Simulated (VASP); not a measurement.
# TiO2 (I4_1/amd) in VASP: further runs

The runs below take TiO2 through single point, with PBE+U.

Program: VASP 6.6.1. These are calculated values, not measurements. Logs are shortened: lines on timing, memory, paths and dates and some standing lists are left out, and cuts for length are marked.

**1. The cell of the first run**

Symmetry: I4_1/amd, No. 141, tetragonal system. The conventional cell has a = 3.818 Å, b = 3.818 Å, c = 9.775 Å, α = 90.00°, β = 90.00°, γ = 90.00°. Within 2.6 Å of Ti (site symmetry -4m2) lie 6 O at 1.96 to 2.01 Å. Within 2.6 Å of O (site symmetry 2mm) lie 3 Ti at 1.96 to 2.01 Å and 2 O at 2.47 Å.

**2. Single point, PBE+U**

Input file INCAR:

```
ALGO = Normal
EDIFF = 1E-6
ENCUT = 520
GGA = PE
ISIF = 2
ISMEAR = 0
LASPH = True
LCHARG = False
LDAU = True
LDAUJ = 0 0
LDAUL = 2 -1
LDAUPRINT = 1
LDAUTYPE = 2
LDAUU = 4 0
LMAXMIX = 4
LREAL = False
LWAVE = False
NBANDS = 33
NELM = 150
PREC = Accurate
SIGMA = 0.02
```

Input file KPOINTS:

```
k-points
0
Gamma
  8 8 8
```

Input file POSCAR:

```
TiO2
1.0
   -1.9090003605      1.9090003605      4.8875563651
    1.9090003605     -1.9090003605      4.8875563651
    1.9090003605      1.9090003605     -4.8875563651
Ti O
2 4
Direct
    0.0000000000      0.0000000000      0.0000000000
    0.7500000000      0.2500000000      0.5000000000
    0.9552981756      0.4552981756      0.5000000000
    0.2052981756      0.2052981756      0.0000000000
    0.5447018244      0.0447018244      0.5000000000
    0.7947018244      0.7947018244      0.0000000000
```

Potentials or basis: VASP PAW PBE potentials, release 64 (Ti_sv, O).

Started as:

```
> cat potpaw_PBE.64/Ti_sv/POTCAR potpaw_PBE.64/O/POTCAR > POTCAR
> mpirun -np 1 vasp_std > vasp.out
```

OUTCAR:

```text
EDIFF = 1E-6
   ENCUT = 520
   GGA = PE
   ISIF = 2
   ISMEAR = 0
   LASPH = True
   LREAL = False
   NELM = 150
   PREC = Accurate

 ion  position               nearest neighbor table
   1  0.000  0.000  0.000-   5 1.96   3 1.96   5 1.96   3 1.96   4 2.01   6 2.01
   2  0.750  0.250  0.500-   6 1.96   4 1.96   6 1.96   4 1.96   3 2.01   5 2.01
   3  0.955  0.455  0.500-   1 1.96   1 1.96   2 2.01
   4  0.205  0.205  0.000-   2 1.96   2 1.96   1 2.01
   5  0.545  0.045  0.500-   1 1.96   1 1.96   2 2.01
   6  0.795  0.795  0.000-   2 1.96   2 1.96   1 2.01

  LATTYP: Found a body centered tetragonal cell.
 ALAT       =     3.8180007210
 C/A-ratio  =     2.5602700064

  Lattice vectors:

 A1 = (  -1.9090003605,   1.9090003605,   4.8875563651)
 A2 = (   1.9090003605,  -1.9090003605,   4.8875563651)
 A3 = (   1.9090003605,   1.9090003605,  -4.8875563651)

Analysis of symmetry for initial positions (statically):
=====================================================================
 Subroutine PRICEL returns:
 Original cell was already a primitive cell.

 Routine SETGRP: Setting up the symmetry group for a
 body centered tetragonal supercell.

 Subroutine GETGRP returns: Found 16 space group operations
 (whereof  8 operations were pure point group operations)
 out of a pool of 16 trial point group operations.

The static configuration has the point symmetry D_2d.
 The point group associated with its full space group is D_4h.

Analysis of symmetry for dynamics (positions and initial velocities):
=====================================================================
 Subroutine PRICEL returns:
 Original cell was already a primitive cell.

 Routine SETGRP: Setting up the symmetry group for a
 body centered tetragonal supercell.

[... 195 lines left out ...]
  0.1037  0.0000  0.0000  0.0000  0.0000
  0.0000  0.1000 -0.0000  0.0000  0.0000
  0.0000 -0.0000  0.2445 -0.0000  0.0000
  0.0000  0.0000 -0.0000  0.1000 -0.0000
  0.0000  0.0000  0.0000 -0.0000  0.2455

spin component  2

  0.1037  0.0000  0.0000  0.0000  0.0000
  0.0000  0.1000 -0.0000  0.0000  0.0000
  0.0000 -0.0000  0.2445 -0.0000  0.0000
  0.0000  0.0000 -0.0000  0.1000 -0.0000
  0.0000  0.0000  0.0000 -0.0000  0.2455

 occupancies and eigenvectors

  o =  0.1000  v =  0.0000 -0.8707  0.0000  0.4917 -0.0000  0.0000  0.0000  0.0000  0.0000  0.0000      0.0000  0.0000  0.0000  0.0000  0.0000  0.0000  0.0000  0.0000  0.0000  0.0000
  o =  0.1000  v =  0.0000  0.0000  0.0000  0.0000  0.0000  0.0000 -0.8707  0.0000  0.4917 -0.0000      0.0000  0.0000  0.0000  0.0000  0.0000  0.0000  0.0000  0.0000  0.0000  0.0000
  o =  0.1000  v =  0.0000  0.0000  0.0000  0.0000  0.0000  0.0000 -0.4917  0.0000 -0.8707 -0.0000      0.0000  0.0000  0.0000  0.0000  0.0000  0.0000  0.0000  0.0000  0.0000  0.0000
  o =  0.1000  v =  0.0000 -0.4917  0.0000 -0.8707 -0.0000  0.0000  0.0000  0.0000  0.0000  0.0000      0.0000  0.0000  0.0000  0.0000  0.0000  0.0000  0.0000  0.0000  0.0000  0.0000
  o =  0.1037  v =  0.0000  0.0000  0.0000  0.0000  0.0000  1.0000  0.0000  0.0000  0.0000  0.0000      0.0000  0.0000  0.0000  0.0000  0.0000  0.0000  0.0000  0.0000  0.0000  0.0000
  o =  0.1037  v =  1.0000  0.0000  0.0000  0.0000  0.0000  0.0000  0.0000  0.0000  0.0000  0.0000      0.0000  0.0000  0.0000  0.0000  0.0000  0.0000  0.0000  0.0000  0.0000  0.0000
  o =  0.2445  v =  0.0000  0.0000  1.0000 -0.0000 -0.0000  0.0000  0.0000  0.0000  0.0000  0.0000      0.0000  0.0000  0.0000  0.0000  0.0000  0.0000  0.0000  0.0000  0.0000  0.0000
  o =  0.2445  v =  0.0000  0.0000  0.0000  0.0000  0.0000  0.0000  0.0000  1.0000 -0.0000 -0.0000      0.0000  0.0000  0.0000  0.0000  0.0000  0.0000  0.0000  0.0000  0.0000  0.0000
  o =  0.2455  v =  0.0000  0.0000  0.0000  0.0000  0.0000  0.0000 -0.0000  0.0000 -0.0000  1.0000      0.0000  0.0000  0.0000  0.0000  0.0000  0.0000  0.0000  0.0000  0.0000  0.0000
  o =  0.2455  v =  0.0000 -0.0000  0.0000 -0.0000  1.0000  0.0000  0.0000  0.0000  0.0000  0.0000      0.0000  0.0000  0.0000  0.0000  0.0000  0.0000  0.0000  0.0000  0.0000  0.0000

 number of electron      47.9999994 magnetization

 Free energy of the ion-electron system (eV)
  ---------------------------------------------------
  ext. energy  EPLUGINS =         0.00000000
  ---------------------------------------------------
  free energy    TOTEN  =       -48.50087740 eV

  energy without entropy =      -48.50087740  energy(sigma->0) =      -48.50087740

 E-fermi :   3.4385     XC(G=0): -10.5146

 val. band max:        3.1975117467   @ k =  -0.3750   0.3750   0.0000
 cond. band min:       5.8816916233   @ k =   0.0000   0.0000   0.0000
 fundamental gap:      2.6841798766
 Fermi energy:         3.4385364793

 k-point     1 :       0.0000    0.0000    0.0000
  band No.  band energies     occupation
      1     -54.2957      2.00000
      2     -54.2512      2.00000
      3     -30.6457      2.00000
      4     -30.4490      2.00000
      5     -30.4490      2.00000
      6     -30.3950      2.00000
[... 853 lines left out ...]
     32       9.5482      0.00000
     33      10.0981      0.00000

 [... further k-points ...]

------------------------ aborting loop because EDIFF is reached ----------------------------------------

  FORCE on cell =-STRESS in cart. coord.  units (eV):
  Direction    XX          YY          ZZ          XY          YZ          ZX
  --------------------------------------------------------------------------------------
  -------------------------------------------------------------------------------------
  Total        2.0113461      2.0113461      1.6100514      0.0000000      0.0000000      0.0000000
  in kB       45.2307313     45.2307313     36.2064988      0.0000000      0.0000000      0.0000000
  external PRESSURE =      42.2226538 kB  Pullay stress =       0.0000000 kB

 VOLUME and BASIS-vectors are now :
 -----------------------------------------------------------------------------
  energy-cutoff  :      520.00
  volume of cell :       71.25
      direct lattice vectors                 reciprocal lattice vectors
    -1.909000361  1.909000361  4.887556365     0.000000000  0.261917185  0.102300610
     1.909000361 -1.909000361  4.887556365     0.261917185  0.000000000  0.102300610
     1.909000361  1.909000361 -4.887556365     0.261917185  0.261917185  0.000000000

 POSITION                                       TOTAL-FORCE (eV/Angst)
 -----------------------------------------------------------------------------------
      0.00000      0.00000      0.00000         0.000000      0.000000     -0.000000
      0.00000      1.90900      2.44378         0.000000      0.000000     -0.000000
      0.00000      1.90900      4.45059         0.000000     -0.000000      0.150051
      0.00000      0.00000      2.00681        -0.000000      0.000000      0.150051
      0.00000      1.90900      0.43697         0.000000     -0.000000     -0.150051
      0.00000      0.00000      7.76830        -0.000000      0.000000     -0.150051
 -----------------------------------------------------------------------------------
    total drift:                               -0.000000      0.000000     -0.000000

  FREE ENERGIE OF THE ION-ELECTRON SYSTEM (eV)
  ---------------------------------------------------
  free  energy   TOTEN  =       -48.5008773995 eV

  energy  without entropy=      -48.5008773995  energy(sigma->0) =      -48.50087740
```

stdout:

```text
POSCAR found type information on POSCAR TiO
 POSCAR found :  2 types and       6 ions
 scaLAPACK will be used
 LDA part: xc-table for (Slater+PW92), standard interpolation
 POSCAR, INCAR and KPOINTS ok, starting setup
 FFT: planning ... GRIDC
 FFT: planning ... GRID_SOFT
 FFT: planning ... GRID
 WAVECAR not read
 entering main loop
```

It took 2.4 min on 1 thread of Intel Xeon 6975P-C (Granite Rapids), shared host; peak memory 0.31 GiB.

What came out:

```
Free energy            : -48.5009 eV
Pressure               : 4.2 GPa
Largest force          : 0.150 eV/Å
Band gap on the k mesh : 2.68 eV (least direct gap 2.95 eV)
```

Forces on the atoms (eV/Å):
```
Ti   0.000  0.000  0.000
Ti   0.000  0.000  0.000
O    0.000  0.000  0.150
O    0.000  0.000  0.150
O    0.000  0.000 -0.150
O    0.000  0.000 -0.150
```

Eigenvalues of the final occupation matrices:
```csv
site,spin,trace,eigenvalues
site 1 d,1,0.79,0.10 0.10 0.10 0.24 0.25
site 1 d,2,0.79,0.10 0.10 0.10 0.24 0.25
site 2 d,1,0.79,0.10 0.10 0.10 0.24 0.25
site 2 d,2,0.79,0.10 0.10 0.10 0.24 0.25
```

Caveat: the cell stands under pressure.

**3. Single point, PBE+U**

Input file INCAR:

```
SYSTEM = TiO2
  PREC = Accurate
  ENCUT = 520
  EDIFF = 1E-7
  ISMEAR = 0
  SIGMA = 0.01
  LREAL = .False.
  LASPH = .True.
  NELM = 150
  ALGO = Normal
  ISIF = 2
  LWAVE = .False.
  LCHARG = .False.
  LMAXMIX = 4
  LDAU = .True.
  LDAUTYPE = 2
  LDAUL = 2 -1
  LDAUU = 4 0
  LDAUJ = 0 0
  LDAUPRINT = 1
  GGA = PE
  NBANDS = 33
```

Input file KPOINTS:

```
regular mesh
0
Gamma
  8 8 8
  0 0 0
```

POSCAR is that of step 2.

Potentials or basis: VASP PAW PBE potentials, release 64 (Ti_sv, O).

Started as:

```
> cat potpaw_PBE.64/Ti_sv/POTCAR potpaw_PBE.64/O/POTCAR > POTCAR
> mpirun -np 1 vasp_std > vasp.out
```

OUTCAR:

```text
SYSTEM = TiO2
   PREC = Accurate
   ENCUT = 520
   EDIFF = 1E-7
   ISMEAR = 0
   LREAL = .False.
   LASPH = .True.
   NELM = 150
   ISIF = 2
   GGA = PE

 ion  position               nearest neighbor table
   1  0.000  0.000  0.000-   5 1.96   3 1.96   5 1.96   3 1.96   4 2.01   6 2.01
   2  0.750  0.250  0.500-   6 1.96   4 1.96   6 1.96   4 1.96   3 2.01   5 2.01
   3  0.955  0.455  0.500-   1 1.96   1 1.96   2 2.01
   4  0.205  0.205  0.000-   2 1.96   2 1.96   1 2.01
   5  0.545  0.045  0.500-   1 1.96   1 1.96   2 2.01
   6  0.795  0.795  0.000-   2 1.96   2 1.96   1 2.01

  LATTYP: Found a body centered tetragonal cell.
 ALAT       =     3.8180007210
 C/A-ratio  =     2.5602700064

  Lattice vectors:

 A1 = (  -1.9090003605,   1.9090003605,   4.8875563651)
 A2 = (   1.9090003605,  -1.9090003605,   4.8875563651)
 A3 = (   1.9090003605,   1.9090003605,  -4.8875563651)

Analysis of symmetry for initial positions (statically):
=====================================================================
 Subroutine PRICEL returns:
 Original cell was already a primitive cell.

[... 254 lines left out ...]
 fundamental gap:      2.6839517282
 Fermi energy:         3.2608904286

 k-point     1 :       0.0000    0.0000    0.0000
  band No.  band energies     occupation
      1     -54.2957      2.00000
      2     -54.2512      2.00000
      3     -30.6457      2.00000
      4     -30.4490      2.00000
      5     -30.4490      2.00000
      6     -30.3950      2.00000
[... 853 lines left out ...]
     32       9.5483      0.00000
     33      10.0957      0.00000

 [... further k-points ...]

------------------------ aborting loop because EDIFF is reached ----------------------------------------

  FORCE on cell =-STRESS in cart. coord.  units (eV):
  Direction    XX          YY          ZZ          XY          YZ          ZX
  --------------------------------------------------------------------------------------
  -------------------------------------------------------------------------------------
  Total        1.9966454      1.9966454      1.5944117      0.0000000      0.0000000      0.0000000
  in kB       44.9001444     44.9001444     35.8547972      0.0000000      0.0000000      0.0000000
  external PRESSURE =      41.8850287 kB  Pullay stress =       0.0000000 kB

 VOLUME and BASIS-vectors are now :
 -----------------------------------------------------------------------------
  energy-cutoff  :      520.00
  volume of cell :       71.25
      direct lattice vectors                 reciprocal lattice vectors
    -1.909000361  1.909000361  4.887556365     0.000000000  0.261917185  0.102300610
     1.909000361 -1.909000361  4.887556365     0.261917185  0.000000000  0.102300610
     1.909000361  1.909000361 -4.887556365     0.261917185  0.261917185  0.000000000

 POSITION                                       TOTAL-FORCE (eV/Angst)
 -----------------------------------------------------------------------------------
      0.00000      0.00000      0.00000        -0.000000     -0.000000     -0.000000
      0.00000      1.90900      2.44378        -0.000000     -0.000000     -0.000000
      0.00000      1.90900      4.45059         0.000000      0.000000      0.149999
      0.00000      0.00000      2.00681         0.000000      0.000000      0.149999
      0.00000      1.90900      0.43697        -0.000000     -0.000000     -0.149999
      0.00000      0.00000      7.76830         0.000000      0.000000     -0.149999
 -----------------------------------------------------------------------------------
    total drift:                               -0.000000      0.000000     -0.000000

  FREE ENERGIE OF THE ION-ELECTRON SYSTEM (eV)
  ---------------------------------------------------
  free  energy   TOTEN  =       -48.5008773904 eV

  energy  without entropy=      -48.5008773904  energy(sigma->0) =      -48.50087739
```

OSZICAR:

```text
N       E                     dE             d eps       ncg     rms          rms(c)
DAV:   1     0.662243148292E+03    0.66224E+03   -0.24089E+04  3894   0.167E+03
DAV:   2     0.282654681843E+02   -0.63398E+03   -0.59384E+03  4384   0.502E+02
DAV:   3    -0.630851718991E+02   -0.91351E+02   -0.90174E+02  5356   0.187E+02
DAV:   4    -0.678317424879E+02   -0.47466E+01   -0.47365E+01  5933   0.411E+01
DAV:   5    -0.680044209405E+02   -0.17268E+00   -0.17265E+00  4970   0.601E+00    0.313E+01
DAV:   6    -0.479800851352E+02    0.20024E+02   -0.84888E+01  5474   0.893E+01    0.925E+00
DAV:   7    -0.485785277776E+02   -0.59844E+00   -0.12984E+01  5195   0.243E+01    0.764E+00
DAV:   8    -0.484719122075E+02    0.10662E+00   -0.65555E-01  5401   0.673E+00    0.459E+00
DAV:   9    -0.485014427601E+02   -0.29531E-01   -0.48561E-01  5175   0.565E+00    0.110E+00
DAV:  10    -0.485057775400E+02   -0.43348E-02   -0.62489E-02  5804   0.202E+00    0.739E-01
DAV:  11    -0.485010971092E+02    0.46804E-02   -0.16545E-02  4921   0.142E+00    0.147E-01
DAV:  12    -0.485008893006E+02    0.20781E-03   -0.17065E-03  4903   0.290E-01    0.827E-02
DAV:  13    -0.485008945297E+02   -0.52291E-05   -0.49756E-04  4628   0.153E-01    0.368E-02
DAV:  14    -0.485008793040E+02    0.15226E-04   -0.11553E-04  5118   0.887E-02    0.238E-02
DAV:  15    -0.485008775795E+02    0.17244E-05   -0.17986E-05  5169   0.506E-02    0.598E-03
DAV:  16    -0.485008774319E+02    0.14770E-06   -0.18205E-06  5310   0.136E-02    0.219E-03
DAV:  17    -0.485008773904E+02    0.41435E-07   -0.44578E-07  3909   0.381E-03
   1 F= -.48500877E+02 E0= -.48500877E+02  d E =-.208309E-21
```

Run time: 2.9 min. Hardware: 1 thread of Intel Xeon 6975P-C (Granite Rapids), shared host; peak memory 0.31 GiB.

Results:

```yaml
Free_energy: -48.5009 eV
Pressure: 4.2 GPa
Largest_force: 0.150 eV/Å
Band_gap_on_the_k_mesh: 2.68 eV (least direct gap 2.95 eV)
```

Forces in eV/Å, atoms in the order of the input:
```
Ti   0.000  0.000  0.000
Ti   0.000  0.000  0.000
O    0.000  0.000  0.150
O    0.000  0.000  0.150
O    0.000  0.000 -0.150
O    0.000  0.000 -0.150
```

Levels at points of the mesh, in eV from the valence-band top:
```csv
k point,band 21,band 22,band 23,band 24,band 25,band 26,band 27,band 28
"(0.00, 0.00, 0.00)",-0.74,-0.74,-0.36,-0.36,2.68,3.36,4.42,4.42
"(0.50, 0.00, 0.00)",-1.71,-0.86,-0.81,-0.65,3.70,3.88,3.98,4.01
"(0.50, 0.50, 0.00)",-1.88,-1.88,-0.04,-0.04,3.71,3.71,4.12,4.12
"(0.50, 0.50, 0.50)",-1.21,-1.21,-0.07,-0.07,3.01,3.01,4.23,4.23
```

Eigenvalues of the final occupation matrices:
```tsv
site	spin	trace	eigenvalues
site 1 d	1	0.79	0.10 0.10 0.10 0.24 0.25
site 1 d	2	0.79	0.10 0.10 0.10 0.24 0.25
site 2 d	1	0.79	0.10 0.10 0.10 0.24 0.25
site 2 d	2	0.79	0.10 0.10 0.10 0.24 0.25
```

Caveat: the cell stands under pressure. A k mesh can miss the band edges.

**4. Single point, PBE+U (strain along c alone, the other axes held: -1.5 %, then relaxed in part)**

Input file INCAR:

```
SYSTEM = TiO2
PREC     = Accurate       ! precision mode
ENCUT    = 520            ! plane-wave cutoff, eV
EDIFF    = 1E-6           ! SCF threshold, eV
ISMEAR   = 0              ! smearing method
SIGMA    = 0.02           ! smearing width, eV
LREAL    = .False.        ! projectors in reciprocal space
LASPH    = .True.         ! aspherical terms in the spheres
NELM     = 150            ! most SCF steps
ALGO     = Normal         ! electronic algorithm
ISIF     = 2              ! what is computed and relaxed
LWAVE    = .False.        ! write WAVECAR
LCHARG   = .False.        ! write CHGCAR
LMAXMIX  = 4              ! l up to which the mixer works
LDAU     = .True.         ! DFT+U
LDAUTYPE = 2            
LDAUL    = 2 -1           ! shell
LDAUU    = 4 0            ! U, eV
LDAUJ    = 0 0          
LDAUPRINT= 1            
GGA      = PE             ! functional
NBANDS   = 60             ! bands
```

Input file KPOINTS:

```
Automatic mesh
0
Gamma
  6 6 4
  0 0 0
```

Input file POSCAR:

```
TiO2
1.0
    3.8180006865      0.0000000000      0.0000000000
    0.0000000000      3.8180006865      0.0000000000
    0.0000000000      0.0000000000      9.6284862111
Ti O
4 8
Direct
    0.0000000000      0.0000000000      0.0000000000
    0.0000000000      0.5000000000      0.2500000000
    0.5000000000      0.5000000000      0.5000000000
    0.5000000000      0.0000000000      0.7500000000
    0.0000000000      0.5000000000      0.4570469390
    0.0000000000      0.0000000000      0.2070469390
    0.0000000000      0.5000000000      0.0429530610
    0.5000000000      0.5000000000      0.2929530610
    0.5000000000      0.0000000000      0.9570469390
    0.5000000000      0.5000000000      0.7070469390
    0.5000000000      0.0000000000      0.5429530610
    0.0000000000      0.0000000000      0.7929530610
```

Started as:

```
> cat potpaw_PBE.64/Ti_sv/POTCAR potpaw_PBE.64/O/POTCAR > POTCAR
> mpirun -np 1 vasp_std > vasp.out
```

Run time: 2.2 min. Hardware: 1 thread of AMD EPYC 9R45 (Zen 5), shared host; peak memory 0.3 GiB.

The run converged. Its results:

* Free energy: -96.9503 eV
* Pressure: 6.8 GPa
* Largest force: 0.168 eV/Å
* Band gap on the k mesh: 2.68 eV

Forces on the atoms (eV/Å):
```
Ti   0.000  0.000  0.000
Ti   0.000  0.000  0.000
Ti   0.000  0.000  0.000
Ti   0.000  0.000  0.000
O    0.000  0.000  0.168
O    0.000  0.000  0.168
O    0.000  0.000 -0.168
O    0.000  0.000 -0.168
O    0.000  0.000  0.168
O    0.000  0.000  0.168
O    0.000  0.000 -0.168
O    0.000  0.000 -0.168
```

Stress tensor (GPa, compression positive):
```
6.66 0.00 0.00
0.00 6.66 0.00
0.00 0.00 6.99
```

Levels at points of the mesh, in eV from the valence-band top:
| k point | band 44 | band 45 | band 46 | band 47 | band 48 | band 49 | band 50 | band 51 | band 52 | band 53 |
| --- | --- | --- | --- | --- | --- | --- | --- | --- | --- | --- |
| (0.00, 0.00, 0.00) | -0.71 | -0.39 | -0.39 | -0.09 | -0.09 | 2.68 | 3.03 | 3.03 | 3.41 | 4.28 |
| (0.50, 0.00, 0.00) | -1.09 | -0.86 | -0.86 | -0.81 | -0.81 | 3.80 | 3.80 | 3.91 | 3.91 | 4.02 |
| (0.50, 0.50, 0.00) | -1.92 | 0.00 | 0.00 | 0.00 | 0.00 | 3.81 | 3.81 | 3.81 | 3.81 | 4.22 |
| (0.00, 0.00, 0.50) | -1.00 | -0.19 | -0.19 | -0.19 | -0.19 | 2.78 | 2.78 | 3.30 | 3.30 | 4.31 |
| (0.50, 0.00, 0.50) | -0.86 | -0.85 | -0.85 | -0.63 | -0.63 | 3.73 | 3.73 | 3.94 | 3.94 | 3.99 |
| (0.50, 0.50, 0.50) | -1.49 | -0.17 | -0.17 | -0.17 | -0.17 | 4.01 | 4.01 | 4.01 | 4.01 | 4.02 |

Eigenvalues of the final occupation matrices:
```tsv
site	spin	trace	eigenvalues
site 1 d	1	0.80	0.10 0.10 0.10 0.25 0.25
site 1 d	2	0.80	0.10 0.10 0.10 0.25 0.25
site 2 d	1	0.80	0.10 0.10 0.10 0.25 0.25
site 2 d	2	0.80	0.10 0.10 0.10 0.25 0.25
site 3 d	1	0.80	0.10 0.10 0.10 0.25 0.25
site 3 d	2	0.80	0.10 0.10 0.10 0.25 0.25
site 4 d	1	0.80	0.10 0.10 0.10 0.25 0.25
site 4 d	2	0.80	0.10 0.10 0.10 0.25 0.25
```

Caveat: the cell differs from its parent crystal (strain along c alone, the other axes held: -1.5 %, then relaxed in part); the cell stands under pressure. A k mesh can miss the band edges.

(Continued in part 2 of 2.)
